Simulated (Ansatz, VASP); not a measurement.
## CaO: VASP beside Ansatz

INCAR

```
SYSTEM = CaO
PREC     = Accurate       ! precision mode
ENCUT    = 600            ! plane-wave cutoff, eV
EDIFF    = 1E-6           ! SCF threshold, eV
ISMEAR   = 1              ! smearing method
SIGMA    = 0.05           ! smearing width, eV
LREAL    = .FALSE.        ! projectors in reciprocal space
LASPH    = .TRUE.         ! aspherical terms in the spheres
NELM     = 120            ! most SCF steps
ALGO     = Normal         ! electronic algorithm
ISIF     = 2              ! what is computed and relaxed
LWAVE    = .FALSE.        ! write WAVECAR
LCHARG   = .FALSE.        ! write CHGCAR
GGA      = PS             ! functional
NBANDS   = 15             ! bands
GGA_COMPAT= .FALSE.
```

The input KPOINTS:

```
regular mesh
0
G
  6 6 6
  0 0 0
```

The input POSCAR:

```
CaO
1.0
    0.0000000000      2.6067317416      2.6067317416
    2.6067317416      0.0000000000      2.6067317416
    2.6067317416      2.6067317416      0.0000000000
Ca O
1 1
Direct
    0.0000000000      0.0000000000      0.0000000000
    0.2500000000      0.2500000000      0.2500000000
```

Input for Ansatz:

```yaml
crystal:
  lattice:
    - [0.0, 2.6067317416, 2.6067317416]
    - [2.6067317416, 0.0, 2.6067317416]
    - [2.6067317416, 2.6067317416, 0.0]
  atoms:
    - { symbol: Ca, position: [0.0, 0.0, 0.0] }
    - { symbol: O, position: [0.25, 0.25, 0.25] }
kpoints:
  mp_grid: { grid: [6, 6, 6] }
hamiltonian:
  xc: pbesol
scf:
  occupations: { method: cold, width: 0.05 }
  n_extra_bands: 4
output:
  forces: true
  stress: true
  eigenvalues: true
```

Alike in both runs: task single point; functional PBEsol; k mesh 6 × 6 × 6; no spin polarisation.

|  | VASP | Ansatz |
| --- | --- | --- |
| version | VASP 6.6.1 | Ansatz 0.2.0 |
| potentials or method | VASP PAW PBE potentials, release 64 (Ca_sv, O) | plane waves |
| plane-wave cutoff (eV) | 600 | 420 |
| occupations | methfessel-paxton of order 1, width 0.05 eV | cold, width 0.05 eV |
| valence electrons in the cell | 16 | 16 |

VASP gave:

* gap on the k mesh at the Fermi level (eV): 3.20
* pressure (GPa): -1.1

Task: Estimate Ansatz's values.

Result: gap on the k mesh at the Fermi level (eV): 3.20; pressure (GPa): -1.5.

VASP's potentials were made for PBE, not for PBEsol.
